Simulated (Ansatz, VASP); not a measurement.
## CdSnO2: VASP beside Ansatz

```
Cd Sn O
1.0
     3.49421    0.00000    0.00000
     0.00000    6.90679    0.00000
     0.00000    0.00000    6.26286
Cd Sn O
2 2 4
Direct
  0.50000 0.00000 0.00000
  0.00000 0.50000 0.50000
  0.50000 0.00000 0.50000
  0.00000 0.50000 0.00000
  0.49724 0.29893 0.00000
  0.50276 0.70107 0.00000
  0.99724 0.20107 0.50000
  0.00276 0.79893 0.50000
```

Alike in both runs: functional PBE; k mesh 3 × 2 × 2; occupations gaussian, width 0.15 eV; no spin polarisation.

Ansatz relaxed the structure, and its values are those at the end. VASP's run is a single point on that final structure, the one shown.

```csv
,VASP,Ansatz
version,VASP 6.6.1,Ansatz 0.2.0
potentials or method,"VASP PAW PBE potentials, release 64 (Cd, Sn_d, O), cutoff 520 eV","scalar-relativistic, plane waves, PAW"
valence electrons in the cell,76,92
```

Ansatz gave:

| Property | Result |
| --- | --- |
| gap on the k mesh at the Fermi level (eV) | none |
| pressure (GPa) | 0.1 |
| rms of the force components (eV/Å) | 0.021 |

Question: Which values does VASP return?

Answer: gap on the k mesh at the Fermi level (eV): none; pressure (GPa): 0.7; rms of the force components (eV/Å): 0.079.

A gap of «none» marks a metal or a gap that the smearing closes. VASP's potentials hold 76 valence electrons a cell and Ansatz's 92, so a difference there can come from the potentials and not from the codes.

The k mesh is coarse, so the values compare programs but aren't converged.
